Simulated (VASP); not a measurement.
# TaN (Fm-3m) in VASP: notebook

TaN is run at these levels: revPBE; tasks: single point, relaxation of cell and atoms.

All numbers are computed with VASP 6.6.1; they aren't measurements. Logs are shortened: lines on timing, memory, paths and dates and some standing lists are left out, and cuts for length are marked.

**1. The cell of the first run**

It takes space group Fm-3m (No. 225, cubic). The conventional cell has a = 4.433 Å, b = 4.433 Å, c = 4.433 Å, α = 90.00°, β = 90.00°, γ = 90.00°. Ta (site symmetry m-3m) has 6 N at 2.22 Å within 2.9 Å. Within 2.9 Å of N (site symmetry m-3m) lie 6 Ta at 2.22 Å.

**2. Single point, revPBE**

Input file INCAR:

```
ALGO = Normal
EDIFF = 1E-6
ENCUT = 520
GGA = RE
ISIF = 2
ISMEAR = -1
LASPH = True
LCHARG = True
LELF = True
LREAL = False
LVHAR = True
LWAVE = False
NBANDS = 15
NELM = 100
PREC = Accurate
SIGMA = 0.05
```

Input file KPOINTS:

```
k-points
0
Gamma
  10 10 10
```

Input file POSCAR:

```
TaN
1.0
    0.0000000000      2.2163430263      2.2163430263
    2.2163430263      0.0000000000      2.2163430263
    2.2163430263      2.2163430263      0.0000000000
Ta N
1 1
Direct
    0.5000000000      0.5000000000      0.5000000000
    0.0000000000      0.0000000000      0.0000000000
```

Potentials or basis: VASP PAW PBE potentials, release 64 (Ta_pv, N).

The run is started by

```
$ cat potpaw_PBE.64/Ta_pv/POTCAR potpaw_PBE.64/N/POTCAR > POTCAR
$ mpirun -np 1 vasp_std > vasp.out
```

OUTCAR:

```text
EDIFF = 1E-6
   ENCUT = 520
   GGA = RE
   ISIF = 2
   ISMEAR = -1
   LASPH = True
   LREAL = False
   NELM = 100
   PREC = Accurate

 ion  position               nearest neighbor table
   1  0.500  0.500  0.500-   2 2.22   2 2.22   2 2.22   2 2.22   2 2.22   2 2.22
   2  0.000  0.000  0.000-   1 2.22   1 2.22   1 2.22   1 2.22   1 2.22   1 2.22

  LATTYP: Found a face centered cubic cell.
 ALAT       =     4.4326860526

  Lattice vectors:

 A1 = (   0.0000000000,   2.2163430263,   2.2163430263)
 A2 = (   2.2163430263,   0.0000000000,   2.2163430263)
 A3 = (   2.2163430263,   2.2163430263,   0.0000000000)

Analysis of symmetry for initial positions (statically):
=====================================================================
 Subroutine PRICEL returns:
 Original cell was already a primitive cell.

 Routine SETGRP: Setting up the symmetry group for a
 face centered cubic supercell.

 Subroutine GETGRP returns: Found 48 space group operations
 (whereof 48 operations were pure point group operations)
 out of a pool of 48 trial point group operations.

The static configuration has the point symmetry O_h .

Analysis of symmetry for dynamics (positions and initial velocities):
=====================================================================
 Subroutine PRICEL returns:
 Original cell was already a primitive cell.

 Routine SETGRP: Setting up the symmetry group for a
 face centered cubic supercell.

 Subroutine GETGRP returns: Found 48 space group operations
 (whereof 48 operations were pure point group operations)
 out of a pool of 48 trial point group operations.

The dynamic configuration has the point symmetry O_h .

 Subroutine INISYM returns: Found 48 space group operations
 (whereof 48 operations are pure point group operations),
 and found     1 'primitive' translations

----------------------------------------------------------------------------------------

                                     Primitive cell

  volume of cell :      21.7741

  direct lattice vectors                    reciprocal lattice vectors
     0.000000000  2.216343026  2.216343026    -0.225596848  0.225596848  0.225596848
     2.216343026  0.000000000  2.216343026     0.225596848 -0.225596848  0.225596848
     2.216343026  2.216343026  0.000000000     0.225596848  0.225596848 -0.225596848

  length of vectors
     3.134382367  3.134382367  3.134382367     0.390745202  0.390745202  0.390745202

  position of ions in fractional coordinates (direct lattice)
     0.500000000  0.500000000  0.500000000
     0.000000000  0.000000000  0.000000000

  ion indices of the primitive-cell ions
   primitive index   ion index
                 1           1
                 2           2

----------------------------------------------------------------------------------------

 KPOINTS: k-points

Automatic generation of k-mesh.
 Grid dimensions read from file:
 generate k-points for:   10   10   10

 Generating k-lattice:

  Cartesian coordinates                     Fractional coordinates (reciprocal lattice)
    -0.022559685  0.022559685  0.022559685     0.100000000  0.000000000  0.000000000
     0.022559685 -0.022559685  0.022559685     0.000000000  0.100000000  0.000000000
     0.022559685  0.022559685 -0.022559685     0.000000000  0.000000000  0.100000000

  Length of vectors
     0.039074520  0.039074520  0.039074520

  Shift w.r.t. Gamma in fractional coordinates (k-lattice)
     0.000000000  0.000000000  0.000000000

 Subroutine IBZKPT returns following result:
 ===========================================

 Found     47 irreducible k-points:

 Following reciprocal coordinates:
            Coordinates               Weight
  0.000000  0.000000  0.000000      1.000000
  0.100000  0.000000  0.000000      8.000000
  0.200000  0.000000  0.000000      8.000000
  0.300000  0.000000  0.000000      8.000000
  0.400000  0.000000  0.000000      8.000000
  0.500000  0.000000  0.000000      4.000000
[... 16 lines left out ...]
  0.300000  0.300000  0.000000      6.000000
  0.400000  0.300000  0.000000     24.000000
 [... further k-points ...]
   k-points           NKPTS =     47   k-points in BZ     NKDIM =     47   number of bands    NBANDS=     15
   number of dos      NEDOS =    301   number of ions     NIONS =      2
   total plane-waves  NPLWV =  13824
   dimension x,y,z NGX =    24 NGY =   24 NGZ =   24
   dimension x,y,z NGXF=    48 NGYF=   48 NGZF=   48
   ions per type =               1   1
   NGX,Y,Z   is equivalent  to a cutoff of  12.73, 12.73, 12.73 a.u.
   NGXF,Y,Z  is equivalent  to a cutoff of  25.46, 25.46, 25.46 a.u.
 SYSTEM =  unknown system
   PREC   = accura    normal or accurate (medium, high low for compatibility)
   ISTART =      0    job   : 0-new  1-cont  2-samecut
   ICHARG =      2    charge: 1-file 2-atom 10-const
   ISPIN  =      1    spin polarized calculation?
   LNONCOLLINEAR =      F non collinear calculations
   LSORBIT =      F    spin-orbit coupling
   LASPH  =      T    aspherical Exc in radial PAW
   ENCUT  =  520.0 eV  38.22 Ry    6.18 a.u.   5.83  5.83  5.83*2*pi/ulx,y,z
   NELM   =    100;   NELMIN=  2; NELMDL= -5     # of ELM steps
   EDIFF  = 0.1E-05   stopping-criterion for ELM
   LREAL  =      F    real-space projection
   EDIFFG = 0.1E-04   stopping-criterion for IOM
   NSW    =      0    number of steps for IOM
   IBRION =     -1    ionic relax: 0-MD 1-quasi-New 2-CG
   NFREE  =      0    steps in history (QN), initial steepest desc. (CG)
   ISIF   =      2    stress and relaxation
   ISYM   =      2    0-nonsym 1-usesym 2-fastsym
   POTIM  = 0.5000    time-step for ionic-motion
   TEBEG  =    0.0;   TEEND  =   0.0 temperature during run
   PSTRESS=    0.0 pullay stress
   NELECT =      16.0000    total number of electrons
   NUPDOWN=      -1.0000    fix difference up-down
   EMIN   =  10.00;   EMAX   =-10.00  energy-range for DOS
   EFERMI =   0.00;   METHOD = LEGACY
   ISMEAR =    -1;   SIGMA  =   0.05  broadening in eV -4-tet -1-fermi 0-gaus
   EFERMI_NEDOS =   21; number of points for ismear=-14 and -15
   IALGO  =     38    algorithm
   IMIX   =      4    mixing-type and parameters
     AMIX     =   0.40;   BMIX     =  1.00
     AMIX_MAG =   1.60;   BMIX_MAG =  1.00
  volume/ion in A,a.u.               =      10.89        73.47
  Fermi-wavevector in a.u.,A,eV,Ry     =   1.477297  2.791687 29.693447  2.182407
  Thomas-Fermi vector in A             =   2.591718
   LORBIT       =      0    0 simple, 1 ext, 2 COOP (PROOUT), +10 PAW based schemes
   GGA     = RE    functional components
   LHFCALC =     F    Hartree Fock is set to
   AEXX    =    0.0000 exact exchange contribution
   IVDW    =     0    specifies the selected vdW correction
   LEPSILON=     F    determine dielectric tensor
   LRPA    =     F    only Hartree local field effects (RPA)
 non-spin polarized calculation
  energy-cutoff  :      520.00
  volume of cell :       21.77
 maximum number of plane-waves:       600
   NGX = 11   NGY = 11   NGZ = 11

 number of electron      16.0000003 magnetization

 Free energy of the ion-electron system (eV)
  ---------------------------------------------------
  ext. energy  EPLUGINS =         0.00000000
  ---------------------------------------------------
  free energy    TOTEN  =       -20.98448109 eV

  energy without entropy =      -20.97850746  energy(sigma->0) =      -20.98149427

 E-fermi :   9.3861     XC(G=0): -13.2620

 val. band max:        9.2961966050   @ k =  -0.2000   0.2000   0.0000
 cond. band min:       9.4202189642   @ k =   0.0000   0.0000   0.0000
 fundamental gap:      0.1240223593
 Fermi energy:         9.3861151025

 k-point     1 :       0.0000    0.0000    0.0000
  band No.  band energies     occupation
      1     -26.5084      2.00000
      2     -26.5084      2.00000
      3     -26.5084      2.00000
      4      -9.3562      2.00000
      5       5.6019      2.00000
      6       5.6019      2.00000
      7       5.6019      2.00000
      8       7.3168      2.00000
      9       7.3168      2.00000
     10       7.3168      2.00000
     11       9.4202      0.67160
     12       9.4202      0.67158
     13      10.6542      0.00000
     14      18.7264      0.00000
     15      21.6850      0.00000

 k-point     2 :       0.1000    0.0000    0.0000
  band No.  band energies     occupation
      1     -26.5876      2.00000
      2     -26.5159      2.00000
      3     -26.5159      2.00000
      4      -9.1289      2.00000
      5       4.5080      2.00000
      6       4.8799      2.00000
      7       4.8799      2.00000
      8       7.6644      2.00000
      9       7.6644      2.00000
     10       7.7258      2.00000
     11      10.3098      0.00000
     12      10.3098      0.00000
     13      11.3688      0.00000
     14      19.4345      0.00000
     15      21.6847      0.00000

 k-point     3 :       0.2000    0.0000    0.0000
  band No.  band energies     occupation
      1     -26.7891      2.00000
      2     -26.5351      2.00000
      3     -26.5351      2.00000
      4      -8.5078      2.00000
      5       2.6981      2.00000
      6       3.7215      2.00000
      7       3.7215      2.00000
      8       8.2479      2.00000
      9       8.4541      2.00000
     10       8.4541      2.00000
     11      12.1450      0.00000
     12      12.1450      0.00000
     13      12.8382      0.00000
     14      21.0445      0.00000
     15      21.6846      0.00000
[... 343 lines left out ...]
 k-point    23 :       0.3000    0.3000    0.0000
  band No.  band energies     occupation
      1     -26.9677      2.00000
      2     -26.6784      2.00000
      3     -26.6784      2.00000
      4      -7.9892      2.00000
      5       1.3211      2.00000
      6       4.5360      2.00000
      7       4.5360      2.00000
      8       4.9271      2.00000
      9      10.6260      0.00000
     10      11.6935      0.00000
     11      11.6935      0.00000
     12      12.0977      0.00000
     13      17.4476      0.00000
     14      21.6567      0.00000
     15      22.0383      0.00000

 k-point    24 :       0.4000    0.3000    0.0000
  band No.  band energies     occupation
      1     -27.0600      2.00000
      2     -26.7288      2.00000
      3     -26.7056      2.00000
      4      -7.8486      2.00000
      5       1.5187      2.00000
      6       3.5778      2.00000
      7       4.2321      2.00000
      8       5.5832      2.00000
      9      11.4588      0.00000
     10      12.1753      0.00000
     11      12.2539      0.00000
     12      13.0309      0.00000
     13      17.5266      0.00000
     14      19.7850      0.00000
     15      21.6910      0.00000

 [... further k-points ...]

------------------------ aborting loop because EDIFF is reached ----------------------------------------

  FORCE on cell =-STRESS in cart. coord.  units (eV):
  Direction    XX          YY          ZZ          XY          YZ          ZX
  --------------------------------------------------------------------------------------
  -------------------------------------------------------------------------------------
  Total        0.0730043      0.0730043      0.0730043      0.0000000      0.0000000     -0.0000000
  in kB        5.3717782      5.3717782      5.3717782      0.0000000      0.0000000     -0.0000000
  external PRESSURE =       5.3717782 kB  Pullay stress =       0.0000000 kB

 VOLUME and BASIS-vectors are now :
 -----------------------------------------------------------------------------
  energy-cutoff  :      520.00
  volume of cell :       21.77
      direct lattice vectors                 reciprocal lattice vectors
     0.000000000  2.216343026  2.216343026    -0.225596848  0.225596848  0.225596848
     2.216343026  0.000000000  2.216343026     0.225596848 -0.225596848  0.225596848
     2.216343026  2.216343026  0.000000000     0.225596848  0.225596848 -0.225596848

 POSITION                                       TOTAL-FORCE (eV/Angst)
 -----------------------------------------------------------------------------------
      2.21634      2.21634      2.21634        -0.000000     -0.000000      0.000000
      0.00000      0.00000      0.00000         0.000000      0.000000     -0.000000
 -----------------------------------------------------------------------------------
    total drift:                                0.000000     -0.000000     -0.000000

  FREE ENERGIE OF THE ION-ELECTRON SYSTEM (eV)
  ---------------------------------------------------
  free  energy   TOTEN  =       -20.9844810862 eV

  energy  without entropy=      -20.9785074597  energy(sigma->0) =      -20.98149427
```

Run time: 12 s. Hardware: 1 thread of Intel Xeon Platinum 8259CL at 2.50GHz (Skylake/Cascade Lake), shared host; peak memory 0.15 GiB.

What came out:

| Item | Value |
| --- | --- |
| Free energy | -20.9845 eV |
| Pressure | 0.5 GPa |
| Band gap on the k mesh | zero (band 8 reaches 11.19 eV, above the bottom of band 9 at 7.32 eV) |

Levels at points of the mesh, in eV from the Fermi level:
```csv
k point,band 6,band 7,band 8,band 9,band 10,band 11
"(0.00, 0.00, 0.00)",-3.78,-3.78,-2.07,-2.07,-2.07,0.03
"(0.50, 0.00, 0.00)",-7.43,-7.43,1.80,1.80,1.90,3.69
"(0.50, 0.50, 0.00)",-5.34,-4.61,-4.61,2.01,3.38,3.38
```

Caveat: the PAW data sets were made with another functional, which shifts forces and pressure a little; spin-orbit coupling is left out, which moves the levels of the heavy elements.

**3. Relaxation of cell and atoms, revPBE**

This run uses another cell than the first one, of 10.81 Å³/atom, 0.993 times its volume.

Input file INCAR:

```
PREC = Accurate ; ENCUT = 600
EDIFF = 1E-6 ; ISMEAR = -1
SIGMA = 0.05 ; LREAL = False
LASPH = True ; NELM = 60
ALGO = Normal ; ISIF = 3
LWAVE = False ; LCHARG = False
GGA = RE ; IBRION = 2
NSW = 80 ; EDIFFG = -0.005
```

Input file KPOINTS:

```
regular mesh
0
Gamma
  10 10 10
```

Input file POSCAR:

```
TaN
1.0
    0.0000000000      2.2113230000      2.2113230000
    2.2113230000      0.0000000000      2.2113230000
    2.2113230000      2.2113230000      0.0000000000
Ta N
1 1
Direct
    0.5000000000      0.5000000000      0.5000000000
    0.0000000000      0.0000000000      0.0000000000
```

Potentials or basis: VASP PAW PBE potentials, release 64 (Ta_pv, N).

The run is started by

```
$ cat potpaw_PBE.64/Ta_pv/POTCAR potpaw_PBE.64/N/POTCAR > POTCAR
$ mpirun -np 1 vasp_std > vasp.out
```

It took 42 s on 1 thread of Intel Xeon Platinum 8259CL at 2.50GHz (Skylake/Cascade Lake), shared host; peak memory 0.17 GiB.

Results (log left out):

- Free energy: -20.9862 eV
- Relaxed volume: 10.90 Å³/atom
- Relaxed cell: a = 3.136 Å, b = 3.136 Å, c = 3.136 Å, α = 60.00°, β = 60.00°, γ = 60.00°
- Space group after relaxing (to 0.05 Å): Fm-3m (No. 225)
- Energy gained by relaxing: 0.8 meV/atom
- Ionic steps: 3
- Pressure after relaxing: 0.0 GPa
- Band gap on the k mesh: zero (band 8 reaches 11.16 eV, above the bottom of band 9 at 7.30 eV)

Step by step:
| step | energy change (eV) | largest force (eV/Å) | pressure (GPa) | volume (Å³) |
| --- | --- | --- | --- | --- |
| 1 | 0.0000 | 0.0000 | 2.70 | 21.63 |
| 2 | 0.0054 | 0.0000 | -5.49 | 22.20 |
| 3 | -0.0015 | 0.0000 | -0.01 | 21.81 |

Final structure:
```
CELL_PARAMETERS angstrom
0.00000 2.21748 2.21748
2.21748 0.00000 2.21748
2.21748 2.21748 0.00000
ATOMIC_POSITIONS crystal
Ta 0.50000 0.50000 0.50000
N 0.00000 0.00000 0.00000
```

Levels at points of the mesh, in eV from the Fermi level:
```tsv
k point	band 6	band 7	band 8	band 9	band 10	band 11
(0.00, 0.00, 0.00)	-3.78	-3.78	-2.07	-2.07	-2.07	0.03
(0.50, 0.00, 0.00)	-7.42	-7.42	1.79	1.79	1.89	3.69
(0.50, 0.50, 0.00)	-5.33	-4.61	-4.61	2.01	3.37	3.37
```

Caveat: the PAW data sets were made with another functional, which shifts forces and pressure a little; spin-orbit coupling is left out, which moves the levels of the heavy elements.
